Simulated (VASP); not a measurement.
A run of VASP 6.6.1:

POSCAR

```
SnO2
1.0
    4.7602164773      0.0000000000      0.0000000000
    0.0000000000      4.7602164773      0.0000000000
    0.0000000000      0.0000000000      3.2005650988
Sn O
2 4
Direct
    0.0000000000      0.0000000000      0.0000000000
    0.5000000000      0.5000000000      0.5000000000
    0.3058934984      0.3058934984      0.0000000000
    0.1941065016      0.8058934984      0.5000000000
    0.6941065016      0.6941065016      0.0000000000
    0.8058934984      0.1941065016      0.5000000000
```

The input INCAR.step1:

```
ALGO = Normal
EDIFF = 1E-4
ENCUT = 520
GGA = PE
ISMEAR = 0
LASPH = True
LCHARG = False
LREAL = False
LWAVE = True
NBANDS = 35
NELM = 60
PREC = Accurate
SIGMA = 0.05
```

The input INCAR.step2:

```
ALGO = Normal
EDIFF = 1E-7
ENCUT = 520
ISIF = 2
ISMEAR = 0
ISTART = 1
LASPH = True
LCHARG = False
LMIXTAU = True
LREAL = False
LWAVE = False
METAGGA = R2SCAN
NBANDS = 35
NELM = 60
PREC = Accurate
SIGMA = 0.05
```

Contents of KPOINTS:

```
k-points
0
Gamma
  6 6 10
```

Potentials or basis: VASP PAW PBE potentials, release 64 (Sn_d, O).

Run with:

```bash
$ cat potpaw_PBE.64/Sn_d/POTCAR potpaw_PBE.64/O/POTCAR > POTCAR
$ cp INCAR.step1 INCAR
$ mpirun -np 1 vasp_std > vasp.out
$ cp INCAR.step2 INCAR
$ mpirun -np 1 vasp_std > vasp.out
```

Hardware: 1 thread of Intel(R) Xeon(R) 6975P-C (Granite Rapids), on a shared host.

How long does it take, and how much memory?

Run time: 4.4 min on 1 thread of Intel(R) Xeon(R) 6975P-C (Granite Rapids), on a shared host, peak memory 0.25 GiB. Counts: k points 60.
